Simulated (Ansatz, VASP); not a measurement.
## In in VASP and in Ansatz

Contents of INCAR:

```
PREC = Accurate ; ENCUT = 500
EDIFF = 1E-6 ; ISMEAR = -1
SIGMA = 0.05 ; LREAL = F
LASPH = T ; NELM = 120
ALGO = Normal ; ISIF = 2
LWAVE = F ; LCHARG = F
GGA = PE ; NBANDS = 12
GGA_COMPAT = F
```

Contents of KPOINTS:

```
Automatic mesh
0
Gamma
  12 12 14
```

POSCAR

```
In
1.0
   -1.6466505000      1.6219110000      2.4739500000
    1.6219110000     -1.6466505000      2.4739500000
    1.6303890000      1.6303890000     -2.4902115000
In
1
Direct
    0.0000000000      0.0000000000      0.0000000000
```

Input for Ansatz:

```yaml
crystal:
  lattice:
    - [-1.6466505, 1.621911, 2.47395]
    - [1.621911, -1.6466505, 2.47395]
    - [1.630389, 1.630389, -2.4902115]
  atoms:
    - { symbol: In, position: [0.0, 0.0, 0.0] }
kpoints:
  mp_grid: { grid: [12, 12, 14] }
  band_path:
    path:
      - [0.0, 0.0, 0.0]
      - [0.5, 0.5, -0.5]
      - [0.2131375291, 0.7868624709, -0.5]
      - [-0.2131375291, 0.2131375291, 0.5]
      - [0.0, 0.0, 0.5]
      - [0.0, 0.0, 0.0]
      - [-0.5, 0.5, 0.0]
      - [0.0, 0.5, 0.0]
      - [0.0, 0.0, 0.0]
    npoints: 5
scf:
  occupations: { method: fermi_dirac, width: 0.05 }
hamiltonian:
  xc: pbe
  pseudopotentials: { kind: all_electron, lapw: { basis_error: 0.001 } }
output:
  forces: true
  stress: true
  eigenvalues: true
```

Change from the starting cell: equal xy, yz and zx shear strains of -1 %.

Alike in both runs: task single point; functional PBE; k mesh 12 × 12 × 14; occupations fermi-dirac, width 0.05 eV; no spin polarisation.

```csv
,VASP,Ansatz
version,VASP 6.6.1,Ansatz 0.2.0
potentials or method,"VASP PAW PBE potentials, release 64 (In_d), cutoff 500 eV","all-electron LAPW, scalar-relativistic"
```

```csv
,VASP,Ansatz,Ansatz less VASP
pressure (GPa),2.0,2.1,+0.04
"traceless stress, the component that is largest in VASP (GPa)",0.29,0.29,+0.001
```

Ansatz ran all-electron here, and VASP with PAW potentials.
